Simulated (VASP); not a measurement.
# Si2Ni (Fm-3m) in VASP: further runs

Aim: see how the results for Si2Ni move with the level of theory and the settings. Levels: PBE+D3(BJ), PBE+D4, LDA. Tasks: single point.

Everything below comes from runs of VASP 6.6.1. Logs are shortened: lines on timing, memory, paths and dates and some standing lists are left out, and cuts for length are marked.

## (1) The cell of the first run

The structure is cubic, space group Fm-3m (No. 225). Conventional cell: a = 5.337 Å, b = 5.337 Å, c = 5.337 Å, α = 90.00°, β = 90.00°, γ = 90.00°. Si (site symmetry -43m) has 4 Ni at 2.31 Å and 6 Si at 2.67 Å within 3.1 Å. Ni (site symmetry m-3m) has 8 Si at 2.31 Å within 3.1 Å.

## (2) Single point, PBE+D3(BJ), collinear spin (12.67 Å³/atom)

Contents of INCAR:

```
PREC = Accurate
ENCUT = 520
EDIFF = 1E-6
ISMEAR = 0
SIGMA = 0.05
LREAL = False
LASPH = True
NELM = 150
ALGO = Normal
ISIF = 2
LWAVE = False
LCHARG = True
ISPIN = 2
MAGMOM = 0 0 0.05
LORBIT = 11
LMAXMIX = 4
GGA = PE
IVDW = 12
LELF = True
LVHAR = True
NBANDS = 20
```

Contents of KPOINTS:

```
regular mesh
0
Gamma
  8 8 8
```

Contents of POSCAR:

```
Si2Ni
1.0
    0.0000000000      2.6687309753      2.6687309753
    2.6687309753      0.0000000000      2.6687309753
    2.6687309753      2.6687309753      0.0000000000
Si Ni
2 1
Direct
    0.2500000000      0.2500000000      0.2500000000
    0.7500000000      0.7500000000      0.7500000000
    0.0000000000      0.0000000000      0.0000000000
```

Potentials or basis: VASP PAW PBE potentials, release 64 (Si, Ni).

Run with:

```console
> cat potpaw_PBE.64/Si/POTCAR potpaw_PBE.64/Ni/POTCAR > POTCAR
> mpirun -np 1 vasp_std > vasp.out
```

OUTCAR:

```text
PREC = Accurate
   ENCUT = 520
   EDIFF = 1E-6
   ISMEAR = 0
   LREAL = False
   LASPH = True
   NELM = 150
   ISIF = 2
   ISPIN = 2
   LORBIT = 11
   GGA = PE
   IVDW = 12
 IVDW          = 12

 ion  position               nearest neighbor table
   1  0.250  0.250  0.250-   3 2.31   3 2.31   3 2.31   3 2.31   2 2.67   2 2.67   2 2.67   2 2.67
                             2 2.67   2 2.67
   2  0.750  0.750  0.750-   3 2.31   3 2.31   3 2.31   3 2.31   1 2.67   1 2.67   1 2.67   1 2.67
                             1 2.67   1 2.67
   3  0.000  0.000  0.000-   2 2.31   2 2.31   2 2.31   1 2.31   2 2.31   1 2.31   1 2.31   1 2.31

  LATTYP: Found a face centered cubic cell.
 ALAT       =     5.3374619506

  Lattice vectors:

 A1 = (   0.0000000000,   2.6687309753,   2.6687309753)
 A2 = (   2.6687309753,   0.0000000000,   2.6687309753)
 A3 = (   2.6687309753,   2.6687309753,   0.0000000000)

Analysis of symmetry for initial positions (statically):
=====================================================================
 Subroutine PRICEL returns:
 Original cell was already a primitive cell.

 Routine SETGRP: Setting up the symmetry group for a
 face centered cubic supercell.

 Subroutine GETGRP returns: Found 48 space group operations
 (whereof 48 operations were pure point group operations)
 out of a pool of 48 trial point group operations.

The static configuration has the point symmetry O_h .

Analysis of symmetry for dynamics (positions and initial velocities):
=====================================================================
 Subroutine PRICEL returns:
 Original cell was already a primitive cell.

 Routine SETGRP: Setting up the symmetry group for a
 face centered cubic supercell.

 Subroutine GETGRP returns: Found 48 space group operations
 (whereof 48 operations were pure point group operations)
 out of a pool of 48 trial point group operations.

The dynamic configuration has the point symmetry O_h .

Analysis of structural, dynamic, and magnetic symmetry:
=====================================================================
 Subroutine PRICEL returns:
 Original cell was already a primitive cell.

 Routine SETGRP: Setting up the symmetry group for a
 face centered cubic supercell.

 Subroutine GETGRP returns: Found 48 space group operations
 (whereof 48 operations were pure point group operations)
 out of a pool of 48 trial point group operations.

The overall configuration has the point symmetry O_h .

 Subroutine INISYM returns: Found 48 space group operations
 (whereof 48 operations are pure point group operations),
 and found     1 'primitive' translations

----------------------------------------------------------------------------------------

                                     Primitive cell

  volume of cell :      38.0141

  direct lattice vectors                    reciprocal lattice vectors
     0.000000000  2.668730975  2.668730975    -0.187354966  0.187354966  0.187354966
     2.668730975  0.000000000  2.668730975     0.187354966 -0.187354966  0.187354966
     2.668730975  2.668730975  0.000000000     0.187354966  0.187354966 -0.187354966

  length of vectors
     3.774155540  3.774155540  3.774155540     0.324508319  0.324508319  0.324508319

  position of ions in fractional coordinates (direct lattice)
     0.250000000  0.250000000  0.250000000
     0.750000000  0.750000000  0.750000000
     0.000000000  0.000000000  0.000000000

  ion indices of the primitive-cell ions
   primitive index   ion index
                 1           1
                 2           2
                 3           3

----------------------------------------------------------------------------------------

 KPOINTS: regular mesh

Automatic generation of k-mesh.
 Grid dimensions read from file:
 generate k-points for:    8    8    8

 Generating k-lattice:

  Cartesian coordinates                     Fractional coordinates (reciprocal lattice)
    -0.023419371  0.023419371  0.023419371     0.125000000  0.000000000  0.000000000
     0.023419371 -0.023419371  0.023419371     0.000000000  0.125000000  0.000000000
     0.023419371  0.023419371 -0.023419371     0.000000000  0.000000000  0.125000000

  Length of vectors
     0.040563540  0.040563540  0.040563540

  Shift w.r.t. Gamma in fractional coordinates (k-lattice)
     0.000000000  0.000000000  0.000000000

 Subroutine IBZKPT returns following result:
 ===========================================

 Found     29 irreducible k-points:

 Following reciprocal coordinates:
            Coordinates               Weight
  0.000000  0.000000  0.000000      1.000000
  0.125000  0.000000  0.000000      8.000000
  0.250000  0.000000  0.000000      8.000000
  0.375000  0.000000  0.000000      8.000000
  0.500000  0.000000  0.000000      4.000000
  0.125000  0.125000  0.000000      6.000000
[... 16 lines left out ...]
  0.500000  0.250000  0.125000     48.000000
 -0.375000  0.250000  0.125000     24.000000
[... 65 lines left out ...]
  free energy    TOTEN  =       -17.29961212 eV

  energy without entropy =      -17.29831563  energy(sigma->0) =      -17.29896388

 E-fermi :  10.9200     XC(G=0): -11.7637

 val. band max:       10.9039334646   @ k =   0.5000   0.3750   0.0000
 cond. band min:      11.0289652726   @ k =   0.3750   0.2500   0.0000
 fundamental gap:      0.1250318080
 Fermi energy:        10.9200369915

 spin component 1

 k-point     1 :       0.0000    0.0000    0.0000
  band No.  band energies     occupation
      1      -3.1926      1.00000
      2       5.5525      1.00000
      3       5.5525      1.00000
      4       5.5525      1.00000
      5       7.2732      1.00000
      6       7.2732      1.00000
[... 12 lines left out ...]
     19      20.3152      0.00000
     20      24.5397      0.00000

 k-point     2 :       0.1250    0.0000    0.0000
  band No.  band energies     occupation
      1      -2.9545      1.00000
      2       5.1142      1.00000
      3       5.6266      1.00000
      4       5.6266      1.00000
      5       7.2324      1.00000
      6       7.2324      1.00000
[... 12 lines left out ...]
     19      21.3746      0.00000
     20      25.2892      0.00000
[... 465 lines left out ...]
      3       5.1415      1.00000
      4       5.9630      1.00000
      5       6.4469      1.00000
      6       7.1454      1.00000
[... 12 lines left out ...]
     19      24.8776      0.00000
     20      27.0448      0.00000

 k-point    24 :      -0.3750    0.2500    0.1250
  band No.  band energies     occupation
      1       0.7407      1.00000
      2       1.1802      1.00000
      3       5.1573      1.00000
      4       5.6139      1.00000
      5       6.5179      1.00000
      6       7.2664      1.00000
[... 12 lines left out ...]
     19      25.3986      0.00000
     20      25.9481      0.00000

 [... further k-points ...]

 spin component 2

 k-point     1 :       0.0000    0.0000    0.0000
  band No.  band energies     occupation
      1      -3.1926      1.00000
      2       5.5525      1.00000
      3       5.5525      1.00000
      4       5.5525      1.00000
      5       7.2733      1.00000
      6       7.2733      1.00000
[... 12 lines left out ...]
     19      20.3152      0.00000
     20      24.5397      0.00000

 k-point     2 :       0.1250    0.0000    0.0000
  band No.  band energies     occupation
      1      -2.9545      1.00000
      2       5.1142      1.00000
      3       5.6266      1.00000
      4       5.6266      1.00000
      5       7.2324      1.00000
      6       7.2324      1.00000
[... 12 lines left out ...]
     19      21.3746      0.00000
     20      25.2892      0.00000
[... 465 lines left out ...]
      3       5.1416      1.00000
      4       5.9630      1.00000
      5       6.4470      1.00000
      6       7.1454      1.00000
[... 12 lines left out ...]
     19      24.8776      0.00000
     20      27.0448      0.00000

 k-point    24 :      -0.3750    0.2500    0.1250
  band No.  band energies     occupation
      1       0.7407      1.00000
      2       1.1802      1.00000
      3       5.1574      1.00000
      4       5.6140      1.00000
      5       6.5179      1.00000
      6       7.2664      1.00000
[... 12 lines left out ...]
     19      25.3986      0.00000
     20      25.9479      0.00000

 [... further k-points ...]

------------------------ aborting loop because EDIFF is reached ----------------------------------------

 Edisp (eV)   -1.38850

 E8    (eV) :    -0.5822

  FORCE on cell =-STRESS in cart. coord.  units (eV):
  Direction    XX          YY          ZZ          XY          YZ          ZX
  --------------------------------------------------------------------------------------
  -------------------------------------------------------------------------------------
  Total       0.75706     0.75706     0.75706     0.00000    -0.00000    -0.00000
  in kB      31.90778    31.90778    31.90778     0.00000    -0.00000    -0.00000
  external pressure =       31.91 kB  Pullay stress =        0.00 kB

 VOLUME and BASIS-vectors are now :
 -----------------------------------------------------------------------------
  energy-cutoff  :      520.00
  volume of cell :       38.01
      direct lattice vectors                 reciprocal lattice vectors
     0.000000000  2.668730975  2.668730975    -0.187354966  0.187354966  0.187354966
     2.668730975  0.000000000  2.668730975     0.187354966 -0.187354966  0.187354966
     2.668730975  2.668730975  0.000000000     0.187354966  0.187354966 -0.187354966

 POSITION                                       TOTAL-FORCE (eV/Angst)
 -----------------------------------------------------------------------------------
      1.33437      1.33437      1.33437        -0.000000     -0.000000     -0.000000
      4.00310      4.00310      4.00310         0.000000      0.000000      0.000000
      0.00000      0.00000      0.00000        -0.000000      0.000000     -0.000000
 -----------------------------------------------------------------------------------
    total drift:                               -0.000000     -0.000000      0.000000

  FREE ENERGIE OF THE ION-ELECTRON SYSTEM (eV)
  ---------------------------------------------------
  free  energy   TOTEN  =       -18.6881091786 eV

  energy  without entropy=      -18.6868126891  energy(sigma->0) =      -18.68746093

 total charge

# of ion       s       p       d       tot
------------------------------------------
    1        0.730   0.875   0.000   1.605
    2        0.730   0.875   0.000   1.605
    3        0.580   0.868   8.462   9.909
--------------------------------------------------
tot          2.039   2.618   8.462  13.119

 magnetization (x)

# of ion       s       p       d       tot
------------------------------------------
    1       -0.000   0.000   0.000  -0.000
    2       -0.000   0.000   0.000  -0.000
    3       -0.000  -0.000  -0.000  -0.000
--------------------------------------------------
tot         -0.000   0.000  -0.000  -0.000
```

It took 78 s on 1 thread of Intel Xeon 8259CL, shared host; peak memory 0.2 GiB.

What came out:

* Free energy: -18.6881 eV
* Pressure: 3.2 GPa
* Band gap on the k mesh: zero (filled and empty bands overlap)
* Net moment: 0.00 μB per cell
* Valence electrons inside the program's atomic spheres: Si 1.60; Ni 9.91
* Dispersion energy per atom: -0.463 eV

Levels at points of the mesh, in eV from the Fermi level:
Spin up:
| k point | band 6 | band 7 | band 8 | band 9 | band 10 | band 11 | band 12 | band 13 |
| --- | --- | --- | --- | --- | --- | --- | --- | --- |
| (0.00, 0.00, 0.00) | -3.65 | 0.12 | 1.84 | 1.84 | 1.84 | 2.32 | 2.32 | 2.32 |
| (0.50, 0.00, 0.00) | -3.45 | -3.45 | -1.43 | -1.43 | 1.91 | 1.91 | 1.96 | 2.94 |
| (0.50, 0.50, 0.00) | -3.72 | -3.72 | -3.54 | -3.22 | -0.29 | 1.43 | 7.82 | 8.72 |
Spin down:
```tsv
k point	band 7	band 8	band 9	band 10	band 11	band 12
(0.00, 0.00, 0.00)	0.12	1.84	1.84	1.84	2.32	2.32
(0.50, 0.00, 0.00)	-3.45	-1.43	-1.43	1.91	1.91	1.96
(0.50, 0.50, 0.00)	-3.72	-3.54	-3.22	-0.29	1.43	7.82
```

Caveat: the cell stands under pressure.

## (3) Single point, PBE+D4, collinear spin (12.69 Å³/atom)

Contents of INCAR:

```
SYSTEM = Si2Ni
PREC     = Accurate       ! precision mode
ENCUT    = 520            ! plane-wave cutoff, eV
EDIFF    = 1E-6           ! SCF threshold, eV
ISMEAR   = 0              ! smearing method
SIGMA    = 0.05           ! smearing width, eV
LREAL    = .False.        ! projectors in reciprocal space
LASPH    = .True.         ! aspherical terms in the spheres
NELM     = 150            ! most SCF steps
ALGO     = Normal         ! electronic algorithm
ISIF     = 2              ! what is computed and relaxed
LWAVE    = .False.        ! write WAVECAR
LCHARG   = .True.         ! write CHGCAR
ISPIN    = 2              ! spin polarisation
MAGMOM   = 0 0 0.05       ! initial moments
LORBIT   = 11             ! projections on sites
LMAXMIX  = 4              ! l up to which the mixer works
GGA      = PE             ! functional
IVDW     = 13             ! dispersion correction
LELF     = .True.         ! ELF
LVHAR    = .True.       
NBANDS   = 20             ! bands
```

Contents of KPOINTS:

```
Automatic mesh
0
Gamma
  8 8 8
  0 0 0
```

Contents of POSCAR:

```
Si2Ni
1.0
    0.0000000000      2.6703159470      2.6703159470
    2.6703159470      0.0000000000      2.6703159470
    2.6703159470      2.6703159470      0.0000000000
Si Ni
2 1
Direct
    0.2500000000      0.2500000000      0.2500000000
    0.7500000000      0.7500000000      0.7500000000
    0.0000000000      0.0000000000      0.0000000000
```

Potentials or basis: VASP PAW PBE potentials, release 64 (Si, Ni).

Run with:

```console
> cat potpaw_PBE.64/Si/POTCAR potpaw_PBE.64/Ni/POTCAR > POTCAR
> mpirun -np 1 vasp_std > vasp.out
```

Wall time 75 s (1 thread of Intel Xeon 8259CL, shared host); peak memory 0.19 GiB.

It converged, with:

```yaml
Free_energy: -18.7208 eV
Pressure: 3.2 GPa
Band_gap_on_the_k_mesh: zero (filled and empty bands overlap)
Net_moment: 0.00 μB per cell
Valence_electrons_inside_the_program's_atomic_spheres: Si 1.60; Ni 9.90
Dispersion_energy_per_atom: -0.472 eV
```

Levels at points of the mesh, in eV from the Fermi level:
Spin up:
```csv
k point,band 6,band 7,band 8,band 9,band 10,band 11,band 12,band 13
"(0.00, 0.00, 0.00)",-3.63,0.10,1.84,1.84,1.84,2.33,2.33,2.33
"(0.50, 0.00, 0.00)",-3.44,-3.44,-1.43,-1.43,1.92,1.92,1.96,2.93
"(0.50, 0.50, 0.00)",-3.71,-3.71,-3.53,-3.21,-0.29,1.44,7.83,8.71
```
Spin down:
```csv
k point,band 7,band 8,band 9,band 10,band 11,band 12
"(0.00, 0.00, 0.00)",0.10,1.84,1.84,1.84,2.33,2.33
"(0.50, 0.00, 0.00)",-3.44,-1.43,-1.43,1.92,1.92,1.96
"(0.50, 0.50, 0.00)",-3.71,-3.53,-3.21,-0.29,1.44,7.83
```

Caveat: the cell stands under pressure.

## (4) Single point, LDA, collinear spin (12.71 Å³/atom)

This run uses another cell than the first one, of 12.71 Å³/atom.

Contents of INCAR:

```
SYSTEM = Si2Ni
PREC = Accurate
ENCUT = 520
EDIFF = 1E-6
ISMEAR = 0
SIGMA = 0.05
LREAL = .False.
LASPH = .True.
NELM = 150
ALGO = Normal
ISIF = 2
LWAVE = .False.
LCHARG = .False.
ISPIN = 2
MAGMOM = 0 0 0.05
LORBIT = 11
LMAXMIX = 4
NBANDS = 20
```

Contents of KPOINTS:

```
regular mesh
0
Gamma
  8 8 8
  0 0 0
```

Contents of POSCAR:

```
Si2Ni
1.0
    0.0000000000      2.6714820778      2.6714820778
    2.6714820778      0.0000000000      2.6714820778
    2.6714820778      2.6714820778      0.0000000000
Si Ni
2 1
Direct
    0.2500000000      0.2500000000      0.2500000000
    0.7500000000      0.7500000000      0.7500000000
    0.0000000000      0.0000000000      0.0000000000
```

Potentials or basis: VASP PAW LDA potentials, release 64 (Si, Ni).

Run with:

```console
> cat potpaw_LDA.64/Si/POTCAR potpaw_LDA.64/Ni/POTCAR > POTCAR
> mpirun -np 1 vasp_std > vasp.out
```

It took 57 s on 1 thread of Intel Xeon 8259CL, shared host; peak memory 0.17 GiB.

The run converged. Its results:

- Free energy: -19.8953 eV
- Pressure: 0.3 GPa
- Band gap on the k mesh: zero (filled and empty bands overlap)
- Net moment: 0.00 μB per cell
- Valence electrons inside the program's atomic spheres: Si 1.62; Ni 9.93

Levels at points of the mesh, in eV from the Fermi level:
Spin up:
```
           k point  band 5  band 6  band 7  band 8  band 9  band 10  band 11  band 12  band 13  band 14
(0.00, 0.00, 0.00)   -3.63   -3.63    0.03    1.87    1.87     1.87     2.36     2.36     2.36     4.90
(0.50, 0.00, 0.00)   -3.83   -3.44   -3.44   -1.38   -1.38     1.92     1.95     1.95     2.88     9.42
(0.50, 0.50, 0.00)   -4.52   -3.74   -3.74   -3.53   -3.20    -0.30     1.44     7.91     8.63     8.63
```
Spin down:
| k point | band 6 | band 7 | band 8 | band 9 | band 10 | band 11 | band 12 | band 13 |
| --- | --- | --- | --- | --- | --- | --- | --- | --- |
| (0.00, 0.00, 0.00) | -3.63 | 0.03 | 1.87 | 1.87 | 1.87 | 2.36 | 2.36 | 2.36 |
| (0.50, 0.00, 0.00) | -3.44 | -3.44 | -1.38 | -1.38 | 1.92 | 1.95 | 1.95 | 2.88 |
| (0.50, 0.50, 0.00) | -3.74 | -3.74 | -3.53 | -3.20 | -0.30 | 1.44 | 7.91 | 8.63 |

## (5) Summary

| level | potentials or basis | cell | gap on the mesh (eV) | pressure (GPa) | moment (μB) |
| --- | --- | --- | --- | --- | --- |
| PBE+D3(BJ) | VASP PAW PBE potentials, release 64 (Si, Ni) | a = 3.774 Å, angles 60.0°, 3 atoms | none | 3.2 | 0.00 |
| PBE+D4 | VASP PAW PBE potentials, release 64 (Si, Ni) | a = 3.776 Å, angles 60.0°, 3 atoms | none | 3.2 | 0.00 |
| LDA | VASP PAW LDA potentials, release 64 (Si, Ni) | a = 3.778 Å, angles 60.0°, 3 atoms | none | 0.3 | 0.00 |

Alike in all rows: task single point; spin collinear; k mesh 8 × 8 × 8; cutoff (eV) 520; smearing gaussian 0.05 eV.

Caveats: the cell stands under pressure (at least some runs).

Absolute energies hang on the potentials; compare differences alone.
